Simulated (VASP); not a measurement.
A run of VASP 6.6.1 is set up as follows.

INCAR

```
SYSTEM = Zn4Se3S
PREC     = Accurate       ! precision mode
ENCUT    = 520            ! plane-wave cutoff, eV
EDIFF    = 1E-7           ! SCF threshold, eV
ISMEAR   = 0              ! smearing method
SIGMA    = 0.02           ! smearing width, eV
LREAL    = .False.        ! projectors in reciprocal space
LASPH    = .True.         ! aspherical terms in the spheres
NELM     = 100            ! most SCF steps
ALGO     = Normal         ! electronic algorithm
ISIF     = 2              ! what is computed and relaxed
LWAVE    = .False.        ! write WAVECAR
LCHARG   = .False.        ! write CHGCAR
GGA      = PE             ! functional
NBANDS   = 46             ! bands
```

Contents of KPOINTS:

```
regular mesh
0
Gamma
  6 6 6
  0 0 0
```

Contents of POSCAR:

```
Zn4Se3S
1.0
    5.6590480156      0.0000000000      0.0000000000
    0.0000000000      5.6590480156      0.0000000000
    0.0000000000      0.0000000000      5.6590480156
Zn Se S
4 3 1
Direct
    0.7565562133      0.7565562133      0.7565562133
    0.7565562133      0.2434437867      0.2434437867
    0.2434437867      0.7565562133      0.2434437867
    0.2434437867      0.2434437867      0.7565562133
    0.5000000000      0.5000000000      0.0000000000
    0.5000000000      0.0000000000      0.5000000000
    0.0000000000      0.5000000000      0.5000000000
    0.0000000000      0.0000000000      0.0000000000
```

Potentials or basis: VASP PAW PBE potentials, release 64 (Zn, Se, S).

Run with:

```bash
$ cat potpaw_PBE.64/Zn/POTCAR potpaw_PBE.64/Se/POTCAR potpaw_PBE.64/S/POTCAR > POTCAR
$ mpirun -np 1 vasp_std > vasp.out
```

Task: Estimate the largest force.

Result: 0.009 eV/Å.

Task: Estimate the pressure.

Result: 0.2 GPa.

Forces on the atoms (eV/Å):
```
Zn   0.005  0.005  0.005
Zn   0.005 -0.005 -0.005
Zn  -0.005  0.005 -0.005
Zn  -0.005 -0.005  0.005
Se   0.000  0.000  0.000
Se   0.000  0.000  0.000
Se   0.000  0.000  0.000
S    0.000  0.000  0.000
```
